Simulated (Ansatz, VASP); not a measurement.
# BN: VASP beside Ansatz

```
CELL_PARAMETERS angstrom
2.33156 0.00000 0.00000
-1.16578 2.01919 0.00000
0.00000 0.00000 6.86597
ATOMIC_POSITIONS crystal
B 0.33333 0.66667 0.25000
B 0.66667 0.33333 0.75000
N 0.33333 0.66667 0.75000
N 0.66667 0.33333 0.25000
```

Alike in both runs: task single point; functional LDA; k mesh 12 × 12 × 4; occupations gaussian, width 0.05 eV; no spin polarisation.

|  | VASP | Ansatz |
| --- | --- | --- |
| version | VASP 6.6.1 | Ansatz 0.2.0 |
| potentials or method | VASP PAW LDA potentials, release 64 (B, N), cutoff 520 eV | scalar-relativistic, plane waves, PAW |
| valence electrons in the cell | 16 | 16 |

VASP gave:

```
gap on the k mesh at the Fermi level (eV) : 4.44
least direct gap on the mesh (eV)         : 5.02
```

**Question.** What did Ansatz give for the same quantities?

**Answer.** gap on the k mesh at the Fermi level (eV): 4.45; least direct gap on the mesh (eV): 5.03.

Ansatz warns that its potentials were made for another functional, while VASP's fit it. LDA's correlation is that of Perdew and Zunger in VASP and of Perdew and Wang (1992) in Ansatz.
